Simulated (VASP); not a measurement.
**C: single point with LDA**

Crystal: C.

```
C
1.0
     0.00000    1.74903    1.62695
     1.74903    0.00000    1.62695
     1.74903    1.74903    0.00000
C
2
Direct
  0.50000 0.50000 0.50000
  0.75000 0.75000 0.75000
```

This cell differs from its parent crystal: volume 4.977 Å^3 an atom, c/a of the conventional cell 0.9302.

| Property | Result |
| --- | --- |
| Program | VASP 6.6.1 |
| Task | single point |
| Functional | LDA |
| Potentials or basis | VASP PAW LDA potentials, release 64 (C) |
| Cutoff | 520 eV |
| k mesh | 12 × 12 × 12 |
| Occupations | gaussian, width 0.05 eV |
| Spin | no spin polarisation |
| Dipole correction | no |
| Further INCAR settings | ALGO = Normal; EDIFF = 1e-07; NBANDS = 11 |

```
Pressure               : 58.8 GPa
Band gap on the k mesh : 2.50 eV, indirect (least direct gap 4.61 eV)
```

Stress tensor (GPa, compression positive):
```
 35.30   0.00   0.00
  0.00  35.30   0.00
  0.00   0.00 105.78
```

Levels at points of the mesh, in eV from the valence-band top:
```tsv
k point	band 1	band 2	band 3	band 4	band 5	band 6	band 7	band 8
(0.00, 0.00, 0.00)	-23.87	-1.10	-1.10	0.00	4.61	5.55	5.55	15.88
(0.50, 0.00, 0.00)	-17.21	-15.60	-4.55	-3.19	7.71	7.79	11.02	15.94
(0.50, 0.50, 0.00)	-13.43	-13.43	-8.62	-8.62	3.05	3.05	18.17	18.17
(0.50, 0.00, 0.50)	-14.73	-14.73	-7.40	-7.40	4.94	4.94	17.53	17.53
```

Run time: 25 s on 1 thread of AMD EPYC 7R13, with other jobs on the host, peak memory 0.09 GiB.

 A k mesh can miss the band edges.
